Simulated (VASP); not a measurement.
# P (Pm-3m) in VASP: single point with PBE

Aim: the single point of P with PBE.

All numbers are computed with VASP 6.6.1; they aren't measurements. Logs are shortened: lines on timing, memory, paths and dates and some standing lists are left out, and cuts for length are marked.

## Step 1: The cell of the first run

Symmetry: Pm-3m, No. 221, cubic system. The conventional cell has a = 2.444 Å, b = 2.444 Å, c = 2.444 Å, α = 90.00°, β = 90.00°, γ = 90.00°. P (site symmetry m-3m) has 6 P at 2.44 Å within 3.2 Å.

This isn't the form of P at room conditions, which is orthorhombic.

## Step 2: Single point, PBE

Contents of POSCAR:

```
P
1.0
    2.4444872057      0.0000000000      0.0000000000
    0.0000000000      2.4444872057      0.0000000000
    0.0000000000      0.0000000000      2.4444872057
P
1
Direct
    0.5000000000      0.5000000000      0.5000000000
```

Contents of INCAR.step1:

```
PREC     = Accurate       # precision mode
ENCUT    = 520            # plane-wave cutoff, eV
EDIFF    = 1E-6           # SCF threshold, eV
ISMEAR   = 0              # smearing method
SIGMA    = 0.1            # smearing width, eV
LREAL    = F              # projectors in reciprocal space
LASPH    = T              # aspherical terms in the spheres
NELM     = 100            # most SCF steps
ALGO     = Normal         # electronic algorithm
ISIF     = 2              # what is computed and relaxed
LWAVE    = F              # write WAVECAR
LCHARG   = T              # write CHGCAR
GGA      = PE             # functional
NBANDS   = 8              # bands
```

Contents of KPOINTS.step1:

```
regular mesh
0
Gamma
  22 22 22
```

Contents of INCAR.step2:

```
PREC     = Accurate       # precision mode
ENCUT    = 520            # plane-wave cutoff, eV
EDIFF    = 1E-6           # SCF threshold, eV
ISMEAR   = -5             # smearing method
SIGMA    = 0.1            # smearing width, eV
LREAL    = F              # projectors in reciprocal space
LASPH    = T              # aspherical terms in the spheres
NELM     = 100            # most SCF steps
ALGO     = Normal         # electronic algorithm
ISIF     = 2              # what is computed and relaxed
LWAVE    = F              # write WAVECAR
LCHARG   = F              # write CHGCAR
GGA      = PE             # functional
LORBIT   = 11             # projections on sites
NBANDS   = 8              # bands
NEDOS    = 1001           # points of the DOS
ICHARG   = 11             # starting density
```

Contents of KPOINTS.step2:

```
regular mesh
0
Gamma
  33 33 33
```

Potentials or basis: VASP PAW PBE potentials, release 64 (P).

Command:

```console
$ cat potpaw_PBE.64/P/POTCAR > POTCAR
$ cp INCAR.step1 INCAR
$ cp KPOINTS.step1 KPOINTS
$ mpirun -np 1 vasp_std > vasp.out
$ cp INCAR.step2 INCAR
$ cp KPOINTS.step2 KPOINTS
$ mpirun -np 1 vasp_std > vasp.out
```

OUTCAR:

```text
PREC = Accurate
   ENCUT = 520
   EDIFF = 1E-6
   ISMEAR = -5
   LREAL = F
   LASPH = T
   NELM = 100
   ISIF = 2
   GGA = PE
   LORBIT = 11
   ICHARG = 11

 ion  position               nearest neighbor table
   1  0.500  0.500  0.500-

  LATTYP: Found a simple cubic cell.
 ALAT       =     2.4444872057

  Lattice vectors:

 A1 = (   2.4444872057,   0.0000000000,   0.0000000000)
 A2 = (   0.0000000000,   2.4444872057,   0.0000000000)
 A3 = (   0.0000000000,   0.0000000000,   2.4444872057)

Analysis of symmetry for initial positions (statically):
=====================================================================
 Subroutine PRICEL returns:
 Original cell was already a primitive cell.

 Routine SETGRP: Setting up the symmetry group for a
 simple cubic supercell.

 Subroutine GETGRP returns: Found 48 space group operations
 (whereof 48 operations were pure point group operations)
 out of a pool of 48 trial point group operations.

The static configuration has the point symmetry O_h .

Analysis of symmetry for dynamics (positions and initial velocities):
=====================================================================
 Subroutine PRICEL returns:
 Original cell was already a primitive cell.

 Routine SETGRP: Setting up the symmetry group for a
 simple cubic supercell.

 Subroutine GETGRP returns: Found 48 space group operations
 (whereof 48 operations were pure point group operations)
 out of a pool of 48 trial point group operations.

The dynamic configuration has the point symmetry O_h .

 Subroutine INISYM returns: Found 48 space group operations
 (whereof 48 operations are pure point group operations),
 and found     1 'primitive' translations

----------------------------------------------------------------------------------------

                                     Primitive cell

  volume of cell :      14.6071

  direct lattice vectors                    reciprocal lattice vectors
     2.444487206  0.000000000  0.000000000     0.409083753  0.000000000  0.000000000
     0.000000000  2.444487206  0.000000000     0.000000000  0.409083753  0.000000000
     0.000000000  0.000000000  2.444487206     0.000000000  0.000000000  0.409083753

  length of vectors
     2.444487206  2.444487206  2.444487206     0.409083753  0.409083753  0.409083753

  position of ions in fractional coordinates (direct lattice)
     0.500000000  0.500000000  0.500000000

  ion indices of the primitive-cell ions
   primitive index   ion index
                 1           1

----------------------------------------------------------------------------------------

 KPOINTS: regular mesh

Automatic generation of k-mesh.
 Grid dimensions read from file:
 generate k-points for:   33   33   33

 Generating k-lattice:

  Cartesian coordinates                     Fractional coordinates (reciprocal lattice)
     0.012396477  0.000000000  0.000000000     0.030303030  0.000000000  0.000000000
     0.000000000  0.012396477  0.000000000     0.000000000  0.030303030  0.000000000
     0.000000000  0.000000000  0.012396477     0.000000000  0.000000000  0.030303030

  Length of vectors
     0.012396477  0.012396477  0.012396477

  Shift w.r.t. Gamma in fractional coordinates (k-lattice)
     0.000000000  0.000000000  0.000000000

 TETIRR: Found  17921 inequivalent tetrahedra from   215622

 Subroutine IBZKPT returns following result:
 ===========================================

 Found    969 irreducible k-points:

 Following reciprocal coordinates:
            Coordinates               Weight
  0.000000  0.000000  0.000000      1.000000
  0.030303  0.000000  0.000000      6.000000
  0.060606  0.000000  0.000000      6.000000
  0.090909  0.000000  0.000000      6.000000
  0.121212  0.000000  0.000000      6.000000
  0.151515  0.000000  0.000000      6.000000
[... 16 lines left out ...]
  0.181818  0.030303  0.000000     24.000000
  0.212121  0.030303  0.000000     24.000000
 [... further k-points ...]
   k-points           NKPTS =    969   k-points in BZ     NKDIM =    969   number of bands    NBANDS=      8
   number of dos      NEDOS =   1001   number of ions     NIONS =      1
   total plane-waves  NPLWV =   5832
   dimension x,y,z NGX =    18 NGY =   18 NGZ =   18
   dimension x,y,z NGXF=    36 NGYF=   36 NGZF=   36
   ions per type =               1
   NGX,Y,Z   is equivalent  to a cutoff of  12.24, 12.24, 12.24 a.u.
   NGXF,Y,Z  is equivalent  to a cutoff of  24.48, 24.48, 24.48 a.u.
 SYSTEM =  unknown system
   PREC   = accura    normal or accurate (medium, high low for compatibility)
   ISTART =      0    job   : 0-new  1-cont  2-samecut
   ICHARG =     11    charge: 1-file 2-atom 10-const
   ISPIN  =      1    spin polarized calculation?
   LNONCOLLINEAR =      F non collinear calculations
   LSORBIT =      F    spin-orbit coupling
   LASPH  =      T    aspherical Exc in radial PAW
   ENCUT  =  520.0 eV  38.22 Ry    6.18 a.u.   4.55  4.55  4.55*2*pi/ulx,y,z
   NELM   =    100;   NELMIN=  2; NELMDL=  0     # of ELM steps
   EDIFF  = 0.1E-05   stopping-criterion for ELM
   LREAL  =      F    real-space projection
   EDIFFG = 0.1E-04   stopping-criterion for IOM
   NSW    =      0    number of steps for IOM
   IBRION =     -1    ionic relax: 0-MD 1-quasi-New 2-CG
   NFREE  =      0    steps in history (QN), initial steepest desc. (CG)
   ISIF   =      2    stress and relaxation
   ISYM   =      2    0-nonsym 1-usesym 2-fastsym
   POTIM  = 0.5000    time-step for ionic-motion
   TEBEG  =    0.0;   TEEND  =   0.0 temperature during run
   PSTRESS=    0.0 pullay stress
   NELECT =       5.0000    total number of electrons
   NUPDOWN=      -1.0000    fix difference up-down
   EMIN   =  10.00;   EMAX   =-10.00  energy-range for DOS
   EFERMI =   0.00;   METHOD = LEGACY
   ISMEAR =    -5;   SIGMA  =   0.10  broadening in eV -4-tet -1-fermi 0-gaus
   EFERMI_NEDOS =   21; number of points for ismear=-14 and -15
   IALGO  =     38    algorithm
   IMIX   =      4    mixing-type and parameters
     AMIX     =   0.40;   BMIX     =  1.00
     AMIX_MAG =   1.60;   BMIX_MAG =  1.00
  volume/ion in A,a.u.               =      14.61        98.57
  Fermi-wavevector in a.u.,A,eV,Ry     =   1.145189  2.164093 17.843459  1.311457
  Thomas-Fermi vector in A             =   2.281878
   LORBIT       =     11    0 simple, 1 ext, 2 COOP (PROOUT), +10 PAW based schemes
   GGA     = PE    functional components
   LHFCALC =     F    Hartree Fock is set to
   AEXX    =    0.0000 exact exchange contribution
   IVDW    =     0    specifies the selected vdW correction
   LEPSILON=     F    determine dielectric tensor
   LRPA    =     F    only Hartree local field effects (RPA)
 non-spin polarized calculation
 Fermi weights with tetrahedron method with Bloechl corrections
  energy-cutoff  :      520.00
  volume of cell :       14.61
 maximum number of plane-waves:       413

 number of electron       4.9999999 magnetization

 Free energy of the ion-electron system (eV)
  ---------------------------------------------------
  ext. energy  EPLUGINS =         0.00000000
  ---------------------------------------------------
  free energy    TOTEN  =        -5.27253867 eV

  energy without entropy =       -5.27253867  energy(sigma->0) =       -5.27253867

 E-fermi :   9.6143     XC(G=0): -11.2650

 val. band max:        9.6432488079   @ k =   0.3030   0.2121   0.2121
 cond. band min:       9.4614059327   @ k =   0.1818   0.1818   0.1818
 fundamental gap:     -0.1818428752
 Fermi energy:         9.6142858584

 k-point     1 :       0.0000    0.0000    0.0000
  band No.  band energies     occupation
      1      -6.8705      2.00000
      2      14.5982      0.00000
      3      14.5982      0.00000
      4      14.5982      0.00000
      5      16.4067      0.00000
      6      16.4067      0.00000
      7      23.8425      0.00000
      8      33.9798      0.00000

 k-point     2 :       0.0303    0.0000    0.0000
  band No.  band energies     occupation
      1      -6.8496      2.00000
      2      14.0583      0.00000
      3      14.6147      0.00000
      4      14.6147      0.00000
      5      16.4234      0.00000
      6      16.9224      0.00000
      7      23.9134      0.00000
      8      33.8090      0.00000

 k-point     3 :       0.0606    0.0000    0.0000
  band No.  band energies     occupation
      1      -6.7869      2.00000
      2      13.0715      0.00000
      3      14.6640      0.00000
      4      14.6640      0.00000
      5      16.4734      0.00000
      6      17.8310      0.00000
      7      24.1305      0.00000
      8      33.3353      0.00000

 k-point     4 :       0.0909    0.0000    0.0000
  band No.  band energies     occupation
      1      -6.6825      2.00000
      2      12.0019      0.00000
      3      14.7458      0.00000
      4      14.7458      0.00000
      5      16.5560      0.00000
      6      18.7543      0.00000
      7      24.5049      0.00000
      8      32.6560      0.00000

 k-point     5 :       0.1212    0.0000    0.0000
  band No.  band energies     occupation
      1      -6.5368      2.00000
      2      10.9193      0.00000
      3      14.8595      0.00000
      4      14.8595      0.00000
      5      16.6702      0.00000
      6      19.6065      0.00000
      7      25.0459      0.00000
      8      31.8563      0.00000

 k-point     6 :       0.1515    0.0000    0.0000
  band No.  band energies     occupation
      1      -6.3503      2.00000
      2       9.8458      0.43443
      3      15.0041      0.00000
      4      15.0041      0.00000
      5      16.8145      0.00000
      6      20.3602      0.00000
      7      25.7479      0.00000
      8      30.9973      0.00000

 k-point     7 :       0.1818    0.0000    0.0000
  band No.  band energies     occupation
      1      -6.1235      2.00000
      2       8.7922      2.11679
      3      15.1783      0.00000
      4      15.1783      0.00000
      5      16.9868      0.00000
      6      21.0182      0.00000
      7      26.5783      0.00000
      8      30.1179      0.00000
[... 133 lines left out ...]
 k-point    20 :       0.0909    0.0303    0.0000
  band No.  band energies     occupation
      1      -6.6616      2.00000
      2      12.0050      0.00000
      3      14.2689      0.00000
      4      14.7623      0.00000
      5      16.9392      0.00000
      6      18.8690      0.00000
      7      24.5563      0.00000
      8      32.4791      0.00000

 k-point    21 :       0.1212    0.0303    0.0000
  band No.  band energies     occupation
      1      -6.5159      2.00000
      2      10.9290      0.00000
      3      14.3815      0.00000
      4      14.8759      0.00000
      5      17.0575      0.00000
      6      19.7214      0.00000
      7      25.0829      0.00000
      8      31.6617      0.00000

 k-point    22 :       0.1515    0.0303    0.0000
  band No.  band energies     occupation
      1      -6.3294      2.00000
      2       9.8590      0.41399
      3      14.5269      0.00000
      4      15.0205      0.00000
      5      17.2034      0.00000
      6      20.4784      0.00000
      7      25.7670      0.00000
      8      30.8035      0.00000

 k-point    23 :       0.1818    0.0303    0.0000
  band No.  band energies     occupation
      1      -6.1026      2.00000
      2       8.8073      2.11167
      3      14.7027      0.00000
      4      15.1946      0.00000
      5      17.3763      0.00000
      6      21.1386      0.00000
      7      26.5716      0.00000
      8      29.9420      0.00000

 k-point    24 :       0.2121    0.0303    0.0000
  band No.  band energies     occupation
      1      -5.8365      2.00000
      2       7.7816      2.00000
      3      14.9066      0.00000
      4      15.3962      0.00000
      5      17.5739      0.00000
      6      21.7218      0.00000
      7      27.4032      0.00000
      8      29.1272      0.00000

 [... further k-points ...]

------------------------ aborting loop because EDIFF is reached ----------------------------------------

  FORCE on cell =-STRESS in cart. coord.  units (eV):
  Direction    XX          YY          ZZ          XY          YZ          ZX
  --------------------------------------------------------------------------------------
  -------------------------------------------------------------------------------------
  Total        0.0012612      0.0012612      0.0012612      0.0000000      0.0000000     -0.0000000
  in kB        0.1383358      0.1383358      0.1383358      0.0000000      0.0000000     -0.0000000
  external PRESSURE =       0.1383358 kB  Pullay stress =       0.0000000 kB

 VOLUME and BASIS-vectors are now :
 -----------------------------------------------------------------------------
  energy-cutoff  :      520.00
  volume of cell :       14.61
      direct lattice vectors                 reciprocal lattice vectors
     2.444487206  0.000000000  0.000000000     0.409083753  0.000000000  0.000000000
     0.000000000  2.444487206  0.000000000     0.000000000  0.409083753  0.000000000
     0.000000000  0.000000000  2.444487206     0.000000000  0.000000000  0.409083753

 POSITION                                       TOTAL-FORCE (eV/Angst)
 -----------------------------------------------------------------------------------
      1.22224      1.22224      1.22224         0.000000      0.000000      0.000000
 -----------------------------------------------------------------------------------
    total drift:                               -0.000000      0.000000      0.000000

  FREE ENERGIE OF THE ION-ELECTRON SYSTEM (eV)
  ---------------------------------------------------
  free  energy   TOTEN  =        -5.2725386707 eV

  energy  without entropy=       -5.2725386707  energy(sigma->0) =       -5.27253867

 total charge

# of ion       s       p       d       tot
------------------------------------------
    1        1.072   1.325   0.000   2.397
```

Wall time 90 s (1 thread of Intel Xeon 8259CL, shared host); peak memory 0.22 GiB.

Results:

| Property | Result |
| --- | --- |
| Valence electrons inside the program's atomic spheres | P 2.40 |

Caveat: tetrahedron occupations give inexact forces and stress in metals.
